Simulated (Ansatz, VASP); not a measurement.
**Two plane-wave programs on PbO**

Contents of INCAR:

```
PREC     = Accurate       # precision mode
ENCUT    = 520            # plane-wave cutoff, eV
EDIFF    = 1E-6           # SCF threshold, eV
ISMEAR   = 0              # smearing method
SIGMA    = 0.05           # smearing width, eV
LREAL    = False          # projectors in reciprocal space
LASPH    = True           # aspherical terms in the spheres
NELM     = 80             # most SCF steps
ALGO     = Normal         # electronic algorithm
ISIF     = 2              # what is computed and relaxed
LWAVE    = False          # write WAVECAR
LCHARG   = False          # write CHGCAR
GGA      = PS             # functional
NBANDS   = 28             # bands
```

KPOINTS

```
regular mesh
0
Gamma
  8 8 6
```

Contents of POSCAR:

```
PbO
1.0
    3.9942720000      0.0000000000      0.0000000000
    0.0000000000      3.9545280000      0.0000000000
    0.0000000000      0.0000000000      5.0220000000
Pb O
2 2
Direct
    0.0000000000      0.5000000000      0.2351000000
    0.5000000000      0.0000000000      0.7649000000
    0.0000000000      0.0000000000      0.0000000000
    0.5000000000      0.5000000000      0.0000000000
```

Input for Ansatz:

```yaml
crystal:
  lattice:
    - [3.994272, 0.0, 0.0]
    - [0.0, 3.954528, 0.0]
    - [0.0, 0.0, 5.022]
  atoms:
    - { symbol: Pb, position: [0.0, 0.5, 0.2351] }
    - { symbol: Pb, position: [0.5, 0.0, 0.7649] }
    - { symbol: O, position: [0.0, 0.0, 0.0] }
    - { symbol: O, position: [0.5, 0.5, 0.0] }
basis:
  ecutwfc: 420
kpoints:
  mp_grid: { grid: [8, 8, 6] }
hamiltonian:
  xc: pbesol
scf:
  occupations: { method: gaussian, width: 0.05 }
output:
  forces: true
  stress: true
  eigenvalues: true
```

Change from the starting cell: strain +0.0050 x Voigt [1, -1, 0, 0, 0, 0], atoms carried along.

Alike in both runs: task single point; functional PBEsol; k mesh 8 × 8 × 6; occupations gaussian, width 0.05 eV; no spin polarisation.

|  | VASP | Ansatz |
| --- | --- | --- |
| version | VASP 6.6.1 | Ansatz 0.2.0 |
| potentials or method | VASP PAW PBE potentials, release 64 (Pb_d, O), cutoff 520 eV | scalar-relativistic, plane waves, PAW |
| valence electrons in the cell | 40 | 40 |

```tsv
	VASP	Ansatz	Ansatz less VASP
gap on the k mesh at the Fermi level (eV)	1.18	1.17	-0.006
least direct gap on the mesh (eV)	2.23	2.25	+0.016
pressure (GPa)	1.0	0.9	-0.09
traceless stress, the component that is largest in VASP (GPa)	0.42	0.40	-0.018
rms of the force components (eV/Å)	0.075	0.058	-0.0165
```

VASP's potentials were made for PBE, not for PBEsol. Atom by atom the forces differ by 0.018 eV/Å (rms over components). With one functional, cell and mesh, what is left measures potentials, basis and numerics.

Neither program's run includes spin-orbit coupling.
